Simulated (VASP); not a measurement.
Set up this calculation in VASP 6.6.1, as the native input.

```
Task                   : single point
Functional             : PBE
Potentials or basis    : VASP PAW PBE potentials, release 64 (Sn_d, Pb_d, S)
Cutoff                 : 520 eV
k mesh                 : 10 × 10 × 4
Occupations            : gaussian, width 0.1 eV
Spin                   : no spin polarisation
Dipole correction      : no
Further INCAR settings : ALGO = Normal; EDIFF = 1e-07; NBANDS = 50
```

The structure of Sn3PbS4 lies in POSCAR:

```
Sn3PbS4
1.0
    4.1669308106      0.0000000000      0.0000000000
    0.0000000000      4.1669308106      0.0000000000
    0.0000000000      0.0000000000     11.7844539275
Sn Pb S
3 1 4
Direct
    0.0000000000      0.0000000000      0.7520095393
    0.5000000000      0.5000000000      0.0000000000
    0.0000000000      0.0000000000      0.2479904607
    0.5000000000      0.5000000000      0.5000000000
    0.0000000000      0.0000000000      0.0000000000
    0.5000000000      0.5000000000      0.2456527878
    0.0000000000      0.0000000000      0.5000000000
    0.5000000000      0.5000000000      0.7543472122
```

One way to write it, as run:

INCAR

```
SYSTEM = Sn3PbS4
  PREC = Accurate
  ENCUT = 520
  EDIFF = 1E-7
  ISMEAR = 0
  SIGMA = 0.1
  LREAL = .False.
  LASPH = .True.
  NELM = 100
  ALGO = Normal
  ISIF = 2
  LWAVE = .False.
  LCHARG = .False.
  GGA = PE
  NBANDS = 50
```

KPOINTS

```
regular mesh
0
Gamma
  10 10 4
  0 0 0
```

Potentials or basis: VASP PAW PBE potentials, release 64 (Sn_d, Pb_d, S).

Run with:

```sh
$ cat potpaw_PBE.64/Sn_d/POTCAR potpaw_PBE.64/Pb_d/POTCAR potpaw_PBE.64/S/POTCAR > POTCAR
$ mpirun -np 1 vasp_std > vasp.out
```

It gave:

- Pressure: -0.1 GPa
- Band gap on the k mesh: 0.12 eV, direct

Caveat: spin-orbit coupling is left out, which moves the levels of the heavy elements.

Wall time 5.7 min on 1 thread of Intel(R) Xeon(R) 6975P-C (Granite Rapids), on a shared host, peak memory 0.64 GiB.
